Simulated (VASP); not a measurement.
# Sb in VASP: a series of runs

The runs below take Sb through single point, with PBE.

Program: VASP 6.6.1. These are calculated values, not measurements. Logs are shortened: lines on timing, memory, paths and dates and some standing lists are left out, and cuts for length are marked.

### Step 1. The cell of the first run

Symmetry: Fm-3m, No. 225, cubic system. The conventional cell has a = 4.610 Å, b = 4.610 Å, c = 4.610 Å, α = 90.00°, β = 90.00°, γ = 90.00°. Sb (site symmetry m-3m) has 12 Sb at 3.26 Å within 4.3 Å.

### Step 2. Single point, PBE

File INCAR:

```
  PREC = Accurate
  ENCUT = 500
  EDIFF = 1E-6
  ISMEAR = 1
  SIGMA = 0.1
  LREAL = False
  LASPH = True
  NELM = 120
  ALGO = Normal
  ISIF = 2
  LWAVE = False
  LCHARG = True
  GGA = PE
  LELF = True
  LVHAR = True
  NBANDS = 8
  GGA_COMPAT = False
```

File KPOINTS:

```
regular mesh
0
Gamma
  12 12 12
```

File POSCAR:

```
Sb
1.0
    0.0000000000      2.3050000000      2.3050000000
    2.3050000000      0.0000000000      2.3050000000
    2.3050000000      2.3050000000      0.0000000000
Sb
1
Direct
    0.0000000000      0.0000000000      0.0000000000
```

Potentials or basis: VASP PAW PBE potentials, release 64 (Sb).

Run with:

```sh
$ cat potpaw_PBE.64/Sb/POTCAR > POTCAR
$ mpirun -np 1 vasp_std > vasp.out
```

OUTCAR:

```text
PREC = Accurate
   ENCUT = 500
   EDIFF = 1E-6
   ISMEAR = 1
   LREAL = False
   LASPH = True
   NELM = 120
   ISIF = 2
   GGA = PE

 ion  position               nearest neighbor table
   1  0.000  0.000  0.000-

  LATTYP: Found a face centered cubic cell.
 ALAT       =     4.6100000000

  Lattice vectors:

 A1 = (   0.0000000000,   2.3050000000,   2.3050000000)
 A2 = (   2.3050000000,   0.0000000000,   2.3050000000)
 A3 = (   2.3050000000,   2.3050000000,   0.0000000000)

Analysis of symmetry for initial positions (statically):
=====================================================================
 Subroutine PRICEL returns:
 Original cell was already a primitive cell.

 Routine SETGRP: Setting up the symmetry group for a
 face centered cubic supercell.

 Subroutine GETGRP returns: Found 48 space group operations
 (whereof 48 operations were pure point group operations)
 out of a pool of 48 trial point group operations.

The static configuration has the point symmetry O_h .

Analysis of symmetry for dynamics (positions and initial velocities):
=====================================================================
 Subroutine PRICEL returns:
 Original cell was already a primitive cell.

 Routine SETGRP: Setting up the symmetry group for a
 face centered cubic supercell.

 Subroutine GETGRP returns: Found 48 space group operations
 (whereof 48 operations were pure point group operations)
 out of a pool of 48 trial point group operations.

The dynamic configuration has the point symmetry O_h .

 Subroutine INISYM returns: Found 48 space group operations
 (whereof 48 operations are pure point group operations),
 and found     1 'primitive' translations

----------------------------------------------------------------------------------------

                                     Primitive cell

  volume of cell :      24.4930

  direct lattice vectors                    reciprocal lattice vectors
     0.000000000  2.305000000  2.305000000    -0.216919740  0.216919740  0.216919740
     2.305000000  0.000000000  2.305000000     0.216919740 -0.216919740  0.216919740
     2.305000000  2.305000000  0.000000000     0.216919740  0.216919740 -0.216919740

  length of vectors
     3.259762261  3.259762261  3.259762261     0.375716010  0.375716010  0.375716010

  position of ions in fractional coordinates (direct lattice)
     0.000000000  0.000000000  0.000000000

  ion indices of the primitive-cell ions
   primitive index   ion index
                 1           1

----------------------------------------------------------------------------------------

 KPOINTS: regular mesh

Automatic generation of k-mesh.
 Grid dimensions read from file:
 generate k-points for:   12   12   12

 Generating k-lattice:

  Cartesian coordinates                     Fractional coordinates (reciprocal lattice)
    -0.018076645  0.018076645  0.018076645     0.083333333  0.000000000  0.000000000
     0.018076645 -0.018076645  0.018076645     0.000000000  0.083333333  0.000000000
     0.018076645  0.018076645 -0.018076645     0.000000000  0.000000000  0.083333333

  Length of vectors
     0.031309668  0.031309668  0.031309668

  Shift w.r.t. Gamma in fractional coordinates (k-lattice)
     0.000000000  0.000000000  0.000000000

 Subroutine IBZKPT returns following result:
 ===========================================

 Found     72 irreducible k-points:

 Following reciprocal coordinates:
            Coordinates               Weight
  0.000000  0.000000  0.000000      1.000000
  0.083333  0.000000  0.000000      8.000000
  0.166667  0.000000  0.000000      8.000000
  0.250000  0.000000  0.000000      8.000000
  0.333333  0.000000  0.000000      8.000000
  0.416667  0.000000  0.000000      8.000000
[... 16 lines left out ...]
  0.500000  0.166667  0.000000     24.000000
 -0.416667  0.166667  0.000000     24.000000
 [... further k-points ...]
   k-points           NKPTS =     72   k-points in BZ     NKDIM =     72   number of bands    NBANDS=      8
   number of dos      NEDOS =    301   number of ions     NIONS =      1
   total plane-waves  NPLWV =  13824
   dimension x,y,z NGX =    24 NGY =   24 NGZ =   24
   dimension x,y,z NGXF=    48 NGYF=   48 NGZF=   48
   ions per type =               1
   NGX,Y,Z   is equivalent  to a cutoff of  12.24, 12.24, 12.24 a.u.
   NGXF,Y,Z  is equivalent  to a cutoff of  24.48, 24.48, 24.48 a.u.
 SYSTEM =  unknown system
   PREC   = accura    normal or accurate (medium, high low for compatibility)
   ISTART =      0    job   : 0-new  1-cont  2-samecut
   ICHARG =      2    charge: 1-file 2-atom 10-const
   ISPIN  =      1    spin polarized calculation?
   LNONCOLLINEAR =      F non collinear calculations
   LSORBIT =      F    spin-orbit coupling
   LASPH  =      T    aspherical Exc in radial PAW
   ENCUT  =  500.0 eV  36.75 Ry    6.06 a.u.   5.94  5.94  5.94*2*pi/ulx,y,z
   NELM   =    120;   NELMIN=  2; NELMDL= -5     # of ELM steps
   EDIFF  = 0.1E-05   stopping-criterion for ELM
   LREAL  =      F    real-space projection
   EDIFFG = 0.1E-04   stopping-criterion for IOM
   NSW    =      0    number of steps for IOM
   IBRION =     -1    ionic relax: 0-MD 1-quasi-New 2-CG
   NFREE  =      0    steps in history (QN), initial steepest desc. (CG)
   ISIF   =      2    stress and relaxation
   ISYM   =      2    0-nonsym 1-usesym 2-fastsym
   POTIM  = 0.5000    time-step for ionic-motion
   TEBEG  =    0.0;   TEEND  =   0.0 temperature during run
   PSTRESS=    0.0 pullay stress
   NELECT =       5.0000    total number of electrons
   NUPDOWN=      -1.0000    fix difference up-down
   EMIN   =  10.00;   EMAX   =-10.00  energy-range for DOS
   EFERMI =   0.00;   METHOD = LEGACY
   ISMEAR =     1;   SIGMA  =   0.10  broadening in eV -4-tet -1-fermi 0-gaus
   EFERMI_NEDOS =   21; number of points for ismear=-14 and -15
   IALGO  =     38    algorithm
   IMIX   =      4    mixing-type and parameters
     AMIX     =   0.40;   BMIX     =  1.00
     AMIX_MAG =   1.60;   BMIX_MAG =  1.00
  volume/ion in A,a.u.               =      24.49       165.29
  Fermi-wavevector in a.u.,A,eV,Ry     =   0.963941  1.821585 12.642299  0.929183
  Thomas-Fermi vector in A             =   2.093530
   LORBIT       =      0    0 simple, 1 ext, 2 COOP (PROOUT), +10 PAW based schemes
   GGA     = PE    functional components
   LHFCALC =     F    Hartree Fock is set to
   AEXX    =    0.0000 exact exchange contribution
   IVDW    =     0    specifies the selected vdW correction
   LEPSILON=     F    determine dielectric tensor
   LRPA    =     F    only Hartree local field effects (RPA)
 non-spin polarized calculation
 Methfessel and Paxton  Order N= 1 SIGMA  =   0.10
  energy-cutoff  :      500.00
  volume of cell :       24.49
 maximum number of plane-waves:       636
   NGX = 11   NGY = 11   NGZ = 11

 number of electron       4.9999999 magnetization

 Free energy of the ion-electron system (eV)
  ---------------------------------------------------
  ext. energy  EPLUGINS =         0.00000000
  ---------------------------------------------------
  free energy    TOTEN  =        -3.74676719 eV

  energy without entropy =       -3.74635795  energy(sigma->0) =       -3.74663078

 E-fermi :   9.8913     XC(G=0): -10.6541

 val. band max:        9.7900405654   @ k =   0.5000   0.4167   0.0833
 cond. band min:       9.8990046829   @ k =   0.5000   0.2500   0.0833
 fundamental gap:      0.1089641175
 Fermi energy:         9.8912908738

 k-point     1 :       0.0000    0.0000    0.0000
  band No.  band energies     occupation
      1      -3.8931      2.00000
      2      15.8636      0.00000
      3      15.8636      0.00000
      4      15.8636      0.00000
      5      20.0356      0.00000
      6      20.0861      0.00000
      7      20.0861      0.00000
      8      20.0861      0.00000

 k-point     2 :       0.0833    0.0000    0.0000
  band No.  band energies     occupation
      1      -3.7428      2.00000
      2      14.4155      0.00000
      3      15.6435      0.00000
      4      15.6435      0.00000
      5      19.0322      0.00000
      6      20.4326      0.00000
      7      20.4326      0.00000
      8      22.0665      0.00000

 k-point     3 :       0.1667    0.0000    0.0000
  band No.  band energies     occupation
      1      -3.2932      2.00000
      2      11.7493     -0.00000
      3      15.1628      0.00000
      4      15.1628      0.00000
      5      18.6177      0.00000
      6      21.0130      0.00000
      7      21.0130      0.00000
      8      22.6163      0.00000

 k-point     4 :       0.2500    0.0000    0.0000
  band No.  band energies     occupation
      1      -2.5505      2.00000
      2       9.0292      2.00000
      3      14.6629      0.00000
      4      14.6629      0.00000
      5      18.4010      0.00000
      6      20.5475      0.00000
      7      20.5475      0.00000
      8      21.7122      0.00000

 k-point     5 :       0.3333    0.0000    0.0000
  band No.  band energies     occupation
      1      -1.5371      2.00000
      2       6.5322      2.00000
      3      14.2618      0.00000
      4      14.2618      0.00000
      5      18.3616      0.00000
      6      19.8122      0.00000
      7      19.8122      0.00000
      8      20.6305      0.00000

 k-point     6 :       0.4167    0.0000    0.0000
  band No.  band energies     occupation
      1      -0.3505      2.00000
      2       4.4348      2.00000
      3      14.0083      0.00000
      4      14.0083      0.00000
      5      18.4881      0.00000
      6      19.3237      0.00000
      7      19.3237      0.00000
      8      19.8158      0.00000

 k-point     7 :       0.5000    0.0000    0.0000
  band No.  band energies     occupation
      1       0.4127      2.00000
      2       3.3651      2.00000
      3      13.9219      0.00000
      4      13.9219      0.00000
      5      18.6293      0.00000
      6      19.1561      0.00000
      7      19.1561      0.00000
      8      19.4435      0.00000

 k-point     8 :       0.0833    0.0833    0.0000
  band No.  band energies     occupation
      1      -3.6927      2.00000
      2      15.0054      0.00000
      3      15.0054      0.00000
      4      15.0979      0.00000
      5      18.3061      0.00000
      6      21.1150      0.00000
      7      21.1150      0.00000
      8      21.9085      0.00000

 k-point     9 :       0.1667    0.0833    0.0000
  band No.  band energies     occupation
      1      -3.3426      2.00000
      2      12.7050      0.00000
      3      14.3261      0.00000
      4      15.0480      0.00000
      5      18.1706      0.00000
      6      20.5699      0.00000
      7      21.2226      0.00000
      8      21.9909      0.00000

 k-point    10 :       0.2500    0.0833    0.0000
  band No.  band energies     occupation
      1      -2.6968      2.00000
      2      10.0054     -0.06851
      3      13.7775      0.00000
      4      14.5402      0.00000
      5      18.2955      0.00000
      6      19.9644      0.00000
      7      21.4026      0.00000
      8      21.9352      0.00000
[... 78 lines left out ...]
 k-point    18 :      -0.0833    0.0833    0.0000
  band No.  band energies     occupation
      1      -3.4926      2.00000
      2      13.3528      0.00000
      3      14.0415      0.00000
      4      15.9157      0.00000
      5      19.0267      0.00000
      6      20.3465      0.00000
      7      21.1343      0.00000
      8      22.1659      0.00000

 k-point    19 :       0.1667    0.1667    0.0000
  band No.  band energies     occupation
      1      -3.0922      2.00000
      2      13.3683      0.00000
      3      13.5088      0.00000
      4      13.5088      0.00000
      5      16.8810      0.00000
      6      18.9155      0.00000
      7      23.0726      0.00000
      8      23.0726      0.00000

 k-point    20 :       0.2500    0.1667    0.0000
  band No.  band energies     occupation
      1      -2.5451      2.00000
      2      11.0386     -0.00000
      3      12.8691      0.00000
      4      13.2849      0.00000
      5      16.8757      0.00000
      6      18.0518      0.00000
      7      23.2664      0.00000
      8      23.5813      0.00000

 k-point    21 :       0.3333    0.1667    0.0000
  band No.  band energies     occupation
      1      -1.7118      2.00000
      2       8.5316      2.00000
      3      12.4744      0.00000
      4      12.4981      0.00000
      5      16.5820      0.00000
      6      19.0333      0.00000
      7      22.8254      0.00000
      8      23.0343      0.00000

 k-point    22 :       0.4167    0.1667    0.0000
  band No.  band energies     occupation
      1      -0.6311      2.00000
      2       6.2308      2.00000
      3      11.6383     -0.00000
      4      12.3564      0.00000
      5      16.3057      0.00000
      6      20.6665      0.00000
      7      21.9781      0.00000
      8      22.8605      0.00000

 k-point    23 :       0.5000    0.1667    0.0000
  band No.  band energies     occupation
      1       0.5149      2.00000
      2       4.4140      2.00000
      3      10.9105     -0.00000
      4      12.5265      0.00000
      5      16.3423      0.00000
      6      21.3045      0.00000
      7      21.4236      0.00000
      8      23.6457      0.00000

 k-point    24 :      -0.4167    0.1667    0.0000
  band No.  band energies     occupation
      1       0.7795      2.00000
      2       4.0614      2.00000
      3      10.4052     -0.00000
      4      12.9771      0.00000
      5      16.6842      0.00000
      6      20.8511      0.00000
      7      21.1881      0.00000
      8      24.2478      0.00000

 [... further k-points ...]
[... 5 lines left out ...]
  --------------------------------------------------------------------------------------
  -------------------------------------------------------------------------------------
  Total        1.2910310      1.2910310      1.2910310      0.0000000      0.0000000      0.0000000
  in kB       84.4509393     84.4509393     84.4509393      0.0000000      0.0000000      0.0000000
  external PRESSURE =      84.4509393 kB  Pullay stress =       0.0000000 kB

 VOLUME and BASIS-vectors are now :
 -----------------------------------------------------------------------------
  energy-cutoff  :      500.00
  volume of cell :       24.49
      direct lattice vectors                 reciprocal lattice vectors
     0.000000000  2.305000000  2.305000000    -0.216919740  0.216919740  0.216919740
     2.305000000  0.000000000  2.305000000     0.216919740 -0.216919740  0.216919740
     2.305000000  2.305000000  0.000000000     0.216919740  0.216919740 -0.216919740

 POSITION                                       TOTAL-FORCE (eV/Angst)
 -----------------------------------------------------------------------------------
      0.00000      0.00000      0.00000        -0.000000      0.000000      0.000000
 -----------------------------------------------------------------------------------
    total drift:                                0.000000     -0.000000     -0.000000

  FREE ENERGIE OF THE ION-ELECTRON SYSTEM (eV)
  ---------------------------------------------------
  free  energy   TOTEN  =        -3.7467671912 eV

  energy  without entropy=       -3.7463579549  energy(sigma->0) =       -3.74663078
```

It took 13 s on 1 thread of Intel Xeon 8259CL, shared host; peak memory 0.14 GiB.

What came out:

```
Free energy : -3.7468 eV
Pressure    : 8.4 GPa
```

Caveat: spin-orbit coupling is left out, which moves the levels of the heavy elements.

### Step 3. Single point, PBE

File INCAR:

```
PREC = Accurate
ENCUT = 500
EDIFF = 1E-6
ISMEAR = 1
SIGMA = 0.1
LREAL = F
LASPH = T
NELM = 120
ALGO = Normal
ISIF = 2
LWAVE = F
LCHARG = T
GGA = PE
LELF = T
LVHAR = T
NBANDS = 8
GGA_COMPAT = F
```

File KPOINTS:

```
Automatic mesh
0
Gamma
  12 12 12
```

File POSCAR:

```
Sb
1.0
    0.0000000000      2.3311954244      2.2534889102
    2.3311954244      0.0000000000      2.2534889102
    2.3311954244      2.3311954244      0.0000000000
Sb
1
Direct
    0.0000000000      0.0000000000      0.0000000000
```

Potentials or basis: VASP PAW PBE potentials, release 64 (Sb).

Run with:

```sh
$ cat potpaw_PBE.64/Sb/POTCAR > POTCAR
$ mpirun -np 1 vasp_std > vasp.out
```

It took 27 s on 1 thread of Intel Xeon 8259CL, shared host; peak memory 0.15 GiB.

It converged, with:

| Property | Result |
| --- | --- |
| Free energy | -3.7476 eV |
| Pressure | 8.8 GPa |

Stress tensor (GPa, compression positive):
```
8.93 0.00 0.00
0.00 8.93 0.00
0.00 0.00 8.40
```

Levels at points of the mesh, in eV from the Fermi level:
```tsv
k point	band 1	band 2	band 3	band 4	band 5
(0.00, 0.00, 0.00)	-13.77	5.96	6.00	6.00	10.15
(0.50, 0.00, 0.00)	-9.47	-6.52	3.75	4.32	8.59
(0.50, 0.50, 0.00)	-7.22	-5.31	0.02	0.02	3.85
(0.50, 0.00, 0.50)	-7.72	-5.62	0.36	0.62	4.35
```

Caveat: spin-orbit coupling is left out, which moves the levels of the heavy elements.

### Step 4. Single point, PBE

File INCAR:

```
  PREC = Accurate
  ENCUT = 500
  EDIFF = 1E-6
  ISMEAR = 1
  SIGMA = 0.1
  LREAL = False
  LASPH = True
  NELM = 120
  ALGO = Normal
  ISIF = 2
  LWAVE = False
  LCHARG = False
  GGA = PE
  NBANDS = 8
  GGA_COMPAT = False
```

File KPOINTS:

```
regular mesh
0
Gamma
  12 12 12
```

File POSCAR:

```
Sb
1.0
    0.0000000000      2.2799436677      2.3559417899
    2.2799436677      0.0000000000      2.3559417899
    2.2799436677      2.2799436677      0.0000000000
Sb
1
Direct
    0.0000000000      0.0000000000      0.0000000000
```

Run with:

```sh
$ cat potpaw_PBE.64/Sb/POTCAR > POTCAR
$ mpirun -np 1 vasp_std > vasp.out
```

Wall time 27 s (1 thread of Intel Xeon 8259CL, shared host); peak memory 0.15 GiB.

Results (log left out):

| Property | Result |
| --- | --- |
| Free energy | -3.7489 eV |
| Pressure | 8.7 GPa |

Stress tensor (GPa, compression positive):
```
8.20 0.00 0.00
0.00 8.20 0.00
0.00 0.00 9.74
```

Levels at points of the mesh, in eV from the Fermi level:
| k point | band 1 | band 2 | band 3 | band 4 | band 5 | band 6 | band 7 |
| --- | --- | --- | --- | --- | --- | --- | --- |
| (0.00, 0.00, 0.00) | -13.77 | 5.98 | 5.98 | 6.01 | 10.08 | 10.17 | 10.30 |
| (0.50, 0.00, 0.00) | -9.46 | -6.51 | 3.74 | 4.35 | 8.49 | 9.30 | 9.56 |
| (0.50, 0.50, 0.00) | -7.88 | -5.70 | 0.64 | 0.64 | 4.52 | 4.73 | 18.15 |
| (0.50, 0.00, 0.50) | -7.38 | -5.42 | 0.06 | 0.33 | 4.03 | 4.41 | 18.01 |

Caveat: spin-orbit coupling is left out, which moves the levels of the heavy elements.

### Step 5. Single point, PBE

This run uses another cell than the first one, of the same volume but with other edges.

File INCAR:

```
SYSTEM = Sb
  PREC = Accurate
  ENCUT = 500
  EDIFF = 1E-6
  ISMEAR = 1
  SIGMA = 0.1
  LREAL = .False.
  LASPH = .True.
  NELM = 120
  ALGO = Normal
  ISIF = 2
  LWAVE = .False.
  LCHARG = .True.
  GGA = PE
  LELF = .True.
  LVHAR = .True.
  NBANDS = 8
  GGA_COMPAT = .False.
```

File KPOINTS:

```
regular mesh
0
Gamma
  12 12 12
  0 0 0
```

File POSCAR:

```
Sb
1.0
    0.0000000000      2.2559424782      2.4063386434
    2.2559424782      0.0000000000      2.4063386434
    2.2559424782      2.2559424782      0.0000000000
Sb
1
Direct
    0.0000000000      0.0000000000      0.0000000000
```

Run with:

```sh
$ cat potpaw_PBE.64/Sb/POTCAR > POTCAR
$ mpirun -np 1 vasp_std > vasp.out
```

It took 28 s on 1 thread of Intel Xeon 8259CL, shared host; peak memory 0.16 GiB.

Results (log left out):

| Item | Value |
| --- | --- |
| Free energy | -3.7542 eV |
| Pressure | 8.8 GPa |

Stress tensor (GPa, compression positive):
```
 8.02  0.00  0.00
 0.00  8.02  0.00
 0.00  0.00 10.46
```

Levels at points of the mesh, in eV from the Fermi level:
```
           k point  band 1  band 2  band 3  band 4  band 5  band 6
(0.00, 0.00, 0.00)  -13.70    6.05    6.05    6.05   10.03   10.27
(0.50, 0.00, 0.00)   -9.39   -6.44    3.47    4.72    8.10    9.60
(0.50, 0.50, 0.00)   -8.14   -5.79    1.01    1.01    4.92    5.01
(0.50, 0.00, 0.50)   -7.15   -5.26   -0.13    0.40    3.95    4.40
```

Caveat: spin-orbit coupling is left out, which moves the levels of the heavy elements.

### Step 6. Summary

```csv
cell,gap on the mesh (eV),pressure (GPa)
"a = 3.260 Å, angles 60.0°, 1 atom",none,8.4
"a = 3.242, b = 3.242, c = 3.297 Å, angles 59.4, 59.4, 61.1°, 1 atom",none,8.8
"a = 3.279, b = 3.279, c = 3.224 Å, angles 60.5, 60.5, 58.9°, 1 atom",none,8.7
"a = 3.298, b = 3.298, c = 3.190 Å, angles 61.1, 61.1, 57.8°, 1 atom",none,8.8
```

Alike in all rows: task single point; level PBE; potentials or basis VASP PAW PBE potentials, release 64 (Sb); no spin polarisation; k mesh 12 × 12 × 12; cutoff (eV) 500; smearing methfessel-paxton 0.1 eV.

Caveats: spin-orbit coupling is left out, which moves the levels of the heavy elements.

Absolute energies hang on the potentials; compare differences alone.
